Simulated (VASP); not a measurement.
# Be4ZnTe (P3) in VASP: further runs

The runs below take Be4ZnTe through single point, relaxation of cell and atoms, with PBE.

Program: VASP 6.6.1. These are calculated values, not measurements. Logs are shortened: lines on timing, memory, paths and dates and some standing lists are left out, and cuts for length are marked.

**1. The cell of the first run**

Symmetry: P3, No. 143, trigonal system. Conventional cell: a = 3.782 Å, b = 3.782 Å, c = 7.115 Å, α = 90.00°, β = 90.00°, γ = 120.00°. Within 2.9 Å of Be (site symmetry 1) lie 7 Be at 2.18 to 2.27 Å and 1 Zn at 2.41 Å. Within 3.0 Å of Be (site symmetry 3) lie 3 Be at 2.27 Å and 3 Te at 2.47 Å. Within 3.3 Å of Zn (site symmetry 3) lie 6 Be at 2.41 to 3.25 Å and 3 Te at 2.98 Å. Within 3.3 Å of Te (site symmetry 3) lie 6 Be at 2.47 to 3.28 Å and 3 Zn at 2.98 Å.

**2. Single point, PBE**

Contents of INCAR:

```
SYSTEM = Be4ZnTe
ALGO = Normal ; EDIFF = 1E-6
ENCUT = 600 ; GGA = PE
GGA_COMPAT = .False. ; ISIF = 2
ISMEAR = 0 ; LASPH = .True.
LCHARG = .False. ; LREAL = .False.
LWAVE = .False. ; NBANDS = 22
NELM = 120 ; PREC = Accurate
SIGMA = 0.2
```

Contents of KPOINTS:

```
k-points
0
Gamma
  5 5 3
  0 0 0
```

Contents of POSCAR:

```
Be4ZnTe
1.0
    3.7815352326      0.0000000000      0.0000000000
   -1.8907676163      3.2749055767      0.0000000000
    0.0000000000      0.0000000000      7.1150666168
Be Zn Te
4 1 1
Direct
    1.0004745182      0.3327449008      0.5845005395
    0.3333333333      0.6666666667      0.8496262868
    0.6672550992      0.6677296174      0.5845005395
    0.3322703826     -0.0004745182      0.5845005395
    0.6666666667      0.3333333333      0.2958792906
    0.0000000000      0.0000000000      0.0109928042
```

Potentials or basis: VASP PAW PBE potentials, release 64 (Be, Zn, Te).

Started as:

```
> cat potpaw_PBE.64/Be/POTCAR potpaw_PBE.64/Zn/POTCAR potpaw_PBE.64/Te/POTCAR > POTCAR
> mpirun -np 1 vasp_std > vasp.out
```

OUTCAR:

```text
SYSTEM = Be4ZnTe
   EDIFF = 1E-6
   ENCUT = 600
   GGA = PE
   ISIF = 2
   ISMEAR = 0
   LASPH = .True.
   LREAL = .False.
   NELM = 120
   PREC = Accurate

 ion  position               nearest neighbor table
   1  0.000  0.333  0.585-   3 2.18   4 2.18   4 2.18   3 2.18   3 2.19   4 2.19   2 2.27   5 2.41

   2  0.333  0.667  0.850-   4 2.27   1 2.27   3 2.27   6 2.47   6 2.47   6 2.47
   3  0.667  0.668  0.585-   1 2.18   4 2.18   1 2.18   4 2.18   4 2.19   1 2.19   2 2.27   5 2.41

   4  0.332  1.000  0.585-   1 2.18   3 2.18   1 2.18   3 2.18   3 2.19   1 2.19   2 2.27   5 2.41

   5  0.667  0.333  0.296-   1 2.41   4 2.41   3 2.41   6 2.98   6 2.98   6 2.98
   6  0.000  0.000  0.011-   2 2.47   2 2.47   2 2.47   5 2.98   5 2.98   5 2.98

  LATTYP: Found a hexagonal cell.
 ALAT       =     3.7815352326
 C/A-ratio  =     1.8815285801

  Lattice vectors:

 A1 = (   3.7815352326,   0.0000000000,   0.0000000000)
 A2 = (  -1.8907676163,   3.2749055767,   0.0000000000)
 A3 = (   0.0000000000,   0.0000000000,   7.1150666168)

Analysis of symmetry for initial positions (statically):
=====================================================================
 Subroutine PRICEL returns:
 Original cell was already a primitive cell.

 Routine SETGRP: Setting up the symmetry group for a
 hexagonal supercell.

 Subroutine GETGRP returns: Found  3 space group operations
 (whereof  3 operations were pure point group operations)
 out of a pool of 24 trial point group operations.

The static configuration has the point symmetry C_3 .

Analysis of symmetry for dynamics (positions and initial velocities):
=====================================================================
 Subroutine PRICEL returns:
 Original cell was already a primitive cell.

 Routine SETGRP: Setting up the symmetry group for a
 hexagonal supercell.

 Subroutine GETGRP returns: Found  3 space group operations
 (whereof  3 operations were pure point group operations)
 out of a pool of 24 trial point group operations.

The dynamic configuration has the point symmetry C_3 .

 Subroutine INISYM returns: Found  3 space group operations
 (whereof  3 operations are pure point group operations),
 and found     1 'primitive' translations

----------------------------------------------------------------------------------------

                                     Primitive cell

  volume of cell :      88.1142

  direct lattice vectors                    reciprocal lattice vectors
     3.781535233  0.000000000  0.000000000     0.264442862  0.152676158  0.000000000
    -1.890767616  3.274905577  0.000000000     0.000000000  0.305352315  0.000000000
     0.000000000  0.000000000  7.115066617     0.000000000  0.000000000  0.140546822

  length of vectors
     3.781535233  3.781535233  7.115066617     0.305352315  0.305352315  0.140546822

  position of ions in fractional coordinates (direct lattice)
     0.000474518  0.332744901  0.584500539
     0.333333333  0.666666667  0.849626287
     0.667255099  0.667729617  0.584500539
     0.332270383  0.999525482  0.584500539
     0.666666667  0.333333333  0.295879291
     0.000000000  0.000000000  0.010992804

  ion indices of the primitive-cell ions
   primitive index   ion index
                 1           1
                 2           2
                 3           3
                 4           4
                 5           5
                 6           6

----------------------------------------------------------------------------------------

 KPOINTS: k-points

Automatic generation of k-mesh.
 Grid dimensions read from file:
 generate k-points for:    5    5    3

 Generating k-lattice:

  Cartesian coordinates                     Fractional coordinates (reciprocal lattice)
     0.052888572  0.030535232  0.000000000     0.200000000 -0.000000000  0.000000000
     0.000000000  0.061070463  0.000000000     0.000000000  0.200000000  0.000000000
     0.000000000  0.000000000  0.046848941     0.000000000  0.000000000  0.333333333

  Length of vectors
     0.061070463  0.061070463  0.046848941

  Shift w.r.t. Gamma in fractional coordinates (k-lattice)
     0.000000000  0.000000000  0.000000000

 Subroutine IBZKPT returns following result:
 ===========================================

 Found     14 irreducible k-points:

 Following reciprocal coordinates:
            Coordinates               Weight
  0.000000  0.000000  0.000000      1.000000
  0.200000 -0.000000  0.000000      6.000000
  0.400000 -0.000000  0.000000      6.000000
  0.200000  0.200000  0.000000      6.000000
  0.400000  0.200000  0.000000      6.000000
  0.000000  0.000000  0.333333      2.000000
  0.200000 -0.000000  0.333333      6.000000
  0.000000  0.200000  0.333333      6.000000
  0.400000 -0.000000  0.333333      6.000000
  0.000000  0.400000  0.333333      6.000000
  0.200000  0.200000  0.333333      6.000000
 -0.200000  0.400000  0.333333      6.000000
  0.400000  0.200000  0.333333      6.000000
 -0.200000 -0.400000  0.333333      6.000000
   k-points           NKPTS =     14   k-points in BZ     NKDIM =     14   number of bands    NBANDS=     22
   number of dos      NEDOS =    301   number of ions     NIONS =      6
   total plane-waves  NPLWV =  54000
   dimension x,y,z NGX =    30 NGY =   30 NGZ =   60
   dimension x,y,z NGXF=    60 NGYF=   60 NGZF=  120
   ions per type =               4   1   1
   NGX,Y,Z   is equivalent  to a cutoff of  13.19, 13.19, 14.02 a.u.
   NGXF,Y,Z  is equivalent  to a cutoff of  26.38, 26.38, 28.04 a.u.
 SYSTEM =  Be4ZnTe
   PREC   = accura    normal or accurate (medium, high low for compatibility)
   ISTART =      0    job   : 0-new  1-cont  2-samecut
   ICHARG =      2    charge: 1-file 2-atom 10-const
   ISPIN  =      1    spin polarized calculation?
   LNONCOLLINEAR =      F non collinear calculations
   LSORBIT =      F    spin-orbit coupling
   LASPH  =      T    aspherical Exc in radial PAW
   ENCUT  =  600.0 eV  44.10 Ry    6.64 a.u.   7.55  7.55 14.21*2*pi/ulx,y,z
   NELM   =    120;   NELMIN=  2; NELMDL= -5     # of ELM steps
   EDIFF  = 0.1E-05   stopping-criterion for ELM
   LREAL  =      F    real-space projection
   EDIFFG = 0.1E-04   stopping-criterion for IOM
   NSW    =      0    number of steps for IOM
   IBRION =     -1    ionic relax: 0-MD 1-quasi-New 2-CG
   NFREE  =      0    steps in history (QN), initial steepest desc. (CG)
   ISIF   =      2    stress and relaxation
   ISYM   =      2    0-nonsym 1-usesym 2-fastsym
   POTIM  = 0.5000    time-step for ionic-motion
   TEBEG  =    0.0;   TEEND  =   0.0 temperature during run
   PSTRESS=    0.0 pullay stress
   NELECT =      26.0000    total number of electrons
   NUPDOWN=      -1.0000    fix difference up-down
   EMIN   =  10.00;   EMAX   =-10.00  energy-range for DOS
   EFERMI =   0.00;   METHOD = LEGACY
   ISMEAR =     0;   SIGMA  =   0.20  broadening in eV -4-tet -1-fermi 0-gaus
   EFERMI_NEDOS =   21; number of points for ismear=-14 and -15
   IALGO  =     38    algorithm
   IMIX   =      4    mixing-type and parameters
     AMIX     =   0.40;   BMIX     =  1.00
     AMIX_MAG =   1.60;   BMIX_MAG =  1.00
  volume/ion in A,a.u.               =      14.69        99.10
  Fermi-wavevector in a.u.,A,eV,Ry     =   1.089893  2.059600 16.161917  1.187867
  Thomas-Fermi vector in A             =   2.226106
   LORBIT       =      0    0 simple, 1 ext, 2 COOP (PROOUT), +10 PAW based schemes
   GGA     = PE    functional components
   LHFCALC =     F    Hartree Fock is set to
   AEXX    =    0.0000 exact exchange contribution
   IVDW    =     0    specifies the selected vdW correction
   LEPSILON=     F    determine dielectric tensor
   LRPA    =     F    only Hartree local field effects (RPA)
 non-spin polarized calculation
 Gauss-broadening in eV      SIGMA  =   0.20
  energy-cutoff  :      600.00
  volume of cell :       88.11
 maximum number of plane-waves:      2963
 NGX is ok and might be reduce to    30
   NGX = 15   NGY = 15   NGZ = 29

 number of electron      26.0000008 magnetization

 Free energy of the ion-electron system (eV)
  ---------------------------------------------------
  ext. energy  EPLUGINS =         0.00000000
  ---------------------------------------------------
  free energy    TOTEN  =       -18.00064184 eV

  energy without entropy =      -17.97921211  energy(sigma->0) =      -17.98992697

 E-fermi :   4.9423     XC(G=0):  -9.8742

 val. band max:        4.8670185154   @ k =   0.2000  -0.0000   0.0000
 cond. band min:       4.9980956911   @ k =   0.4000   0.2000   0.0000
 fundamental gap:      0.1310771758
 Fermi energy:         4.9423252630

 k-point     1 :       0.0000    0.0000    0.0000
  band No.  band energies     occupation
      1      -7.9190      2.00000
      2      -3.0306      2.00000
      3      -2.3205      2.00000
      4      -2.3205      2.00000
      5      -2.3047      2.00000
      6      -2.2748      2.00000
[... 14 lines left out ...]
     21      10.9152      0.00000
     22      12.0264      0.00000

 k-point     2 :       0.2000   -0.0000    0.0000
  band No.  band energies     occupation
      1      -7.5248      2.00000
      2      -2.8221      2.00000
      3      -2.3498      2.00000
      4      -2.3279      2.00000
      5      -2.3012      2.00000
      6      -2.2478      2.00000
[... 14 lines left out ...]
     21      11.4647      0.00000
     22      11.8826      0.00000

 k-point     3 :       0.4000   -0.0000    0.0000
  band No.  band energies     occupation
      1      -6.6444      2.00000
      2      -2.6264      2.00000
      3      -2.3974      2.00000
      4      -2.3594      2.00000
      5      -2.3362      2.00000
      6      -2.1882      2.00000
[... 14 lines left out ...]
     21      11.9281      0.00000
     22      13.6402      0.00000

 k-point     4 :       0.2000    0.2000    0.0000
  band No.  band energies     occupation
      1      -6.8610      2.00000
      2      -2.6384      2.00000
      3      -2.3806      2.00000
      4      -2.3479      2.00000
      5      -2.3116      2.00000
      6      -2.2258      2.00000
[... 14 lines left out ...]
     21      11.8522      0.00000
     22      12.4665      0.00000

 k-point     5 :       0.4000    0.2000    0.0000
  band No.  band energies     occupation
      1      -6.2936      2.00000
      2      -2.5245      2.00000
      3      -2.4404      2.00000
      4      -2.3737      2.00000
      5      -2.3148      2.00000
      6      -2.2110      2.00000
[... 14 lines left out ...]
     21      11.6883      0.00000
     22      13.2533      0.00000

 k-point     6 :       0.0000    0.0000    0.3333
  band No.  band energies     occupation
      1      -7.9015      2.00000
      2      -3.5228      2.00000
      3      -2.3611      2.00000
      4      -2.3208      2.00000
      5      -2.3204      2.00000
      6      -2.2747      2.00000
[... 14 lines left out ...]
     21      11.1440      0.00000
     22      11.9624      0.00000

 k-point     7 :       0.2000   -0.0000    0.3333
  band No.  band energies     occupation
      1      -7.5090      2.00000
      2      -3.1272      2.00000
      3      -2.3625      2.00000
      4      -2.3353      2.00000
      5      -2.3214      2.00000
      6      -2.2626      2.00000
[... 74 lines left out ...]
      6      -2.1880      2.00000
[... 14 lines left out ...]
     21      12.6863      0.00000
     22      13.3170      0.00000

 k-point    11 :       0.2000    0.2000    0.3333
  band No.  band energies     occupation
      1      -6.8500      2.00000
      2      -2.6411      2.00000
      3      -2.3827      2.00000
      4      -2.3570      2.00000
      5      -2.3185      2.00000
      6      -2.2360      2.00000
[... 14 lines left out ...]
     21      11.5253      0.00000
     22      12.2074      0.00000

 k-point    12 :      -0.2000    0.4000    0.3333
  band No.  band energies     occupation
      1      -6.8497      2.00000
      2      -2.6398      2.00000
      3      -2.3816      2.00000
      4      -2.3585      2.00000
      5      -2.3206      2.00000
      6      -2.2426      2.00000
[... 14 lines left out ...]
     21      11.5862      0.00000
     22      12.2022      0.00000

 k-point    13 :       0.4000    0.2000    0.3333
  band No.  band energies     occupation
      1      -6.2893      2.00000
      2      -2.4944      2.00000
      3      -2.4430      2.00000
      4      -2.3575      2.00000
      5      -2.3095      2.00000
      6      -2.2133      2.00000
[... 14 lines left out ...]
     21      12.9275      0.00000
     22      13.9710      0.00000

 k-point    14 :      -0.2000   -0.4000    0.3333
  band No.  band energies     occupation
      1      -6.2887      2.00000
      2      -2.4895      2.00000
      3      -2.4403      2.00000
      4      -2.3562      2.00000
      5      -2.3152      2.00000
      6      -2.2164      2.00000
[... 14 lines left out ...]
     21      12.7393      0.00000
     22      13.9804      0.00000

------------------------ aborting loop because EDIFF is reached ----------------------------------------

  FORCE on cell =-STRESS in cart. coord.  units (eV):
  Direction    XX          YY          ZZ          XY          YZ          ZX
  --------------------------------------------------------------------------------------
  -------------------------------------------------------------------------------------
  Total        0.1237667      0.1237667      0.1206831     -0.0000000      0.0000000     -0.0000000
  in kB        2.2504446      2.2504446      2.1943761     -0.0000001      0.0000000     -0.0000000
  external PRESSURE =       2.2317551 kB  Pullay stress =       0.0000000 kB

 VOLUME and BASIS-vectors are now :
 -----------------------------------------------------------------------------
  energy-cutoff  :      600.00
  volume of cell :       88.11
      direct lattice vectors                 reciprocal lattice vectors
     3.781535233  0.000000000  0.000000000     0.264442862  0.152676158  0.000000000
    -1.890767616  3.274905577  0.000000000     0.000000000  0.305352315  0.000000000
     0.000000000  0.000000000  7.115066617     0.000000000  0.000000000  0.140546822

 POSITION                                       TOTAL-FORCE (eV/Angst)
 -----------------------------------------------------------------------------------
     -0.62735      1.08971      4.15876         0.009792     -0.001209     -0.000094
     -0.00000      2.18327      6.04515        -0.000000     -0.000000     -0.004885
      1.26073      2.18675      4.15876        -0.003849      0.009085     -0.000094
     -0.63338      3.27335      4.15876        -0.005943     -0.007876     -0.000094
      1.89077      1.09164      2.10520        -0.000000     -0.000000      0.030828
      0.00000      0.00000      0.07821        -0.000000     -0.000000     -0.025660
 -----------------------------------------------------------------------------------
    total drift:                               -0.000000      0.000000     -0.000347

  FREE ENERGIE OF THE ION-ELECTRON SYSTEM (eV)
  ---------------------------------------------------
  free  energy   TOTEN  =       -18.0006418351 eV

  energy  without entropy=      -17.9792121057  energy(sigma->0) =      -17.98992697
```

Run time: 19 s. Hardware: 1 thread of AMD EPYC 9R45 (Zen 5), shared host; peak memory 0.2 GiB.

What came out:

```yaml
Free_energy: -18.0006 eV
Pressure: 0.2 GPa
Largest_force: 0.031 eV/Å
Band_gap_on_the_k_mesh: zero (bands 13 and 14 overlap by 1.66 eV)
```

Forces in eV/Å, atoms in the order of the input:
```
Be   0.010 -0.001  0.000
Be   0.000  0.000 -0.005
Be  -0.004  0.009  0.000
Be  -0.006 -0.008  0.000
Zn   0.000  0.000  0.031
Te   0.000  0.000 -0.026
```

Levels at points of the mesh, in eV from the Fermi level:
| k point | band 9 | band 10 | band 11 | band 12 | band 13 | band 14 | band 15 | band 16 | band 17 | band 18 |
| --- | --- | --- | --- | --- | --- | --- | --- | --- | --- | --- |
| (0.00, 0.00, 0.00) | -1.18 | -0.63 | -0.63 | 1.43 | 1.46 | 1.46 | 1.54 | 1.95 | 3.93 | 3.93 |

Caveat: the k points lie up to 0.38 Å⁻¹ apart, too coarse for converged energies and pressures of a metal; spin-orbit coupling is left out, which moves the levels of the heavy elements.

**3. Relaxation of cell and atoms, PBE**

This run uses another cell than the first one, of 12.74 Å³/atom.

Contents of INCAR:

```
PREC     = Accurate       # precision mode
ENCUT    = 600            # plane-wave cutoff, eV
EDIFF    = 1E-7           # SCF threshold, eV
ISMEAR   = 0              # smearing method
SIGMA    = 0.2            # smearing width, eV
LREAL    = F              # projectors in reciprocal space
LASPH    = T              # aspherical terms in the spheres
NELM     = 120            # most SCF steps
ALGO     = Normal         # electronic algorithm
ISIF     = 3              # what is computed and relaxed
LWAVE    = F              # write WAVECAR
LCHARG   = F              # write CHGCAR
GGA      = PE             # functional
IBRION   = 2              # ionic algorithm
NSW      = 36             # ionic steps
EDIFFG   = -0.08          # ionic threshold
GGA_COMPAT= F            
NELMIN   = 4
```

Contents of KPOINTS:

```
Automatic mesh
0
Gamma
  5 5 3
```

Contents of POSCAR:

```
Be4ZnTe
1.0
    3.9700000000      0.0000000000      0.0000000000
   -1.9850000000      3.4381208500      0.0000000000
    0.0000000000      0.0000000000      5.6000000000
Be Zn Te
4 1 1
Direct
    0.9999666700      0.3332333300      0.6000000000
    0.3333333300      0.6666666700      0.8600000000
    0.6667666700      0.6667333300      0.6000000000
    0.3332666700      0.0000333300      0.6000000000
    0.6666666700      0.3333333300      0.2500000000
    0.0000000000      0.0000000000      0.0000000000
```

Potentials or basis: VASP PAW PBE potentials, release 64 (Be, Zn, Te).

Started as:

```
> cat potpaw_PBE.64/Be/POTCAR potpaw_PBE.64/Zn/POTCAR potpaw_PBE.64/Te/POTCAR > POTCAR
> mpirun -np 1 vasp_std > vasp.out
```

Wall time 2.1 min (1 thread of AMD EPYC 9R45 (Zen 5), shared host); peak memory 0.2 GiB.

It converged, with:

```
Free energy                           : -17.9967 eV
Relaxed volume                        : 14.67 Å³/atom
Relaxed cell                          : a = 3.781 Å, b = 3.781 Å, c = 7.106 Å, α = 90.00°, β = 90.00°, γ = 120.00°
Space group after relaxing (to 0.1 Å) : P3 (No. 143)
Energy gained by relaxing             : 349.9 meV/atom
Ionic steps                           : 12
Pressure after relaxing               : 0.2 GPa
Largest force after relaxing          : 0.071 eV/Å
Band gap on the k mesh                : zero (bands 13 and 14 overlap by 1.66 eV)
```

Forces in eV/Å, atoms in the order of the input:
```
Be  -0.024  0.032  0.034
Be   0.000  0.000 -0.010
Be  -0.016 -0.037  0.034
Be   0.040  0.005  0.034
Zn   0.000  0.000 -0.021
Te   0.000  0.000 -0.071
```

Step by step:
```tsv
step	energy change (eV)	largest force (eV/Å)	pressure (GPa)	volume (Å³)
1	0.0000	1.2670	12.64	76.44
2	-1.0824	0.8441	-0.43	87.94
3	-1.2327	0.6910	-4.59	94.16
4	-1.8204	0.9386	-2.91	92.31
5	-1.9274	1.0114	-1.27	91.07
6	-1.9320	1.0196	-0.83	90.75
7	-2.0402	0.6836	-0.34	89.35
8	-2.0812	0.2651	0.49	87.86
9	-2.0962	0.1237	-0.22	88.47
10	-2.0964	0.1291	-0.30	88.57
11	-2.0992	0.0808	0.13	88.09
12	-2.0993	0.0706	0.22	87.99
```

Final structure:
```yaml
crystal:
  lattice:
    - [3.78133, 0.00000, 0.00000]
    - [-1.89067, 3.27473, 0.00000]
    - [0.00000, 0.00000, 7.10602]
  atoms:
    - { symbol: Be, position: [0.00142, 0.33231, 0.58345] }
    - { symbol: Be, position: [0.33333, 0.66667, 0.85007] }
    - { symbol: Be, position: [0.66769, 0.66911, 0.58345] }
    - { symbol: Be, position: [0.33089, 0.99858, 0.58345] }
    - { symbol: Zn, position: [0.66667, 0.33333, 0.29679] }
    - { symbol: Te, position: [0.00000, 0.00000, 0.01280] }
```

Levels at points of the mesh, in eV from the Fermi level:
```csv
k point,band 11,band 12,band 13,band 14,band 15,band 16
"(0.00, 0.00, 0.00)",-0.60,1.42,1.46,1.46,1.58,1.99
```

Caveat: the k points lie up to 0.38 Å⁻¹ apart in the final cell, too coarse for converged energies and pressures of a metal; the volume moved by over 15 % at a fixed basis, so the end points are rough; spin-orbit coupling is left out, which moves the levels of the heavy elements; the relaxation stopped at a loose force limit of 0.08 eV/Å, so its end isn't a converged minimum.

The gap in the log of VASP goes by the Fermi energy; the results here count the filled bands.